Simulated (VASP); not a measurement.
Set up this calculation in VASP 6.6.1, as the native input.

| Quantity | Value |
| --- | --- |
| Task | single point |
| Functional | r2SCAN |
| Potentials or basis | VASP PAW PBE potentials, release 64 (W_sv, S) |
| Cutoff | 520 eV |
| k mesh | 8 × 8 × 8 |
| Occupations | gaussian, width 0.1 eV |
| Spin | collinear spin |
| Starting moments | [2.27, 0.13] μB |
| Hubbard terms | W d U = 6.2 eV |
| Dipole correction | no |
| Further INCAR settings | ALGO = Normal; EDIFF = 1e-06; NBANDS = 21 |

The system is WS.

```
CELL_PARAMETERS angstrom
0.00000 2.73207 2.73207
2.73207 0.00000 2.73207
2.73207 2.73207 0.00000
ATOMIC_POSITIONS crystal
W 0.00000 0.00000 0.00000
S 0.50000 0.50000 0.50000
```

One way to write it, as run:

POSCAR

```
WS
1.0
    0.0000000000      2.7320739112      2.7320739112
    2.7320739112      0.0000000000      2.7320739112
    2.7320739112      2.7320739112      0.0000000000
W S
1 1
Direct
    0.0000000000      0.0000000000      0.0000000000
    0.5000000000      0.5000000000      0.5000000000
```

INCAR.step1

```
SYSTEM = WS
ALGO = Normal ; EDIFF = 1E-4
ENCUT = 520 ; GGA = PE
ISMEAR = 0 ; ISPIN = 2
LASPH = .True. ; LCHARG = .False.
LDAU = .True. ; LDAUJ = 0 0
LDAUL = 2 -1 ; LDAUTYPE = 2
LDAUU = 6.2 0 ; LMAXMIX = 4
LREAL = .False. ; LWAVE = .True.
MAGMOM = 2.27 0.13 ; NBANDS = 21
NELM = 150 ; PREC = Accurate
SIGMA = 0.1
```

INCAR.step2

```
SYSTEM = WS
ALGO = Normal ; EDIFF = 1E-6
ENCUT = 520 ; ISIF = 2
ISMEAR = 0 ; ISPIN = 2
ISTART = 1 ; LASPH = .True.
LCHARG = .False. ; LDAU = .True.
LDAUJ = 0 0 ; LDAUL = 2 -1
LDAUPRINT = 1 ; LDAUTYPE = 2
LDAUU = 6.2 0 ; LMAXMIX = 4
LMIXTAU = .True. ; LORBIT = 11
LREAL = .False. ; LWAVE = .False.
MAGMOM = 2.27 0.13 ; METAGGA = R2SCAN
NBANDS = 21 ; NELM = 150
PREC = Accurate ; SIGMA = 0.1
```

KPOINTS

```
k-points
0
Gamma
  8 8 8
  0 0 0
```

Potentials or basis: VASP PAW PBE potentials, release 64 (W_sv, S).

Run with:

```console
$ cat potpaw_PBE.64/W_sv/POTCAR potpaw_PBE.64/S/POTCAR > POTCAR
$ cp INCAR.step1 INCAR
$ mpirun -np 1 vasp_std > vasp.out
$ cp INCAR.step2 INCAR
$ mpirun -np 1 vasp_std > vasp.out
```

It gave:

```
Pressure                                              : -3.7 GPa
Net moment                                            : 3.84 μB per cell
Site moments                                          : W +3.17; S -0.07 μB
Valence electrons inside the program's atomic spheres : W 11.74; S 3.70
```

Caveat: the cell stands under tension; the PAW data sets were made with another functional, which shifts forces and pressure a little.

Run time: 5.3 min on 1 thread of Intel(R) Xeon(R) Platinum 8375C CPU @ 2.90GHz (Ice Lake) (shared host), peak memory 0.22 GiB.
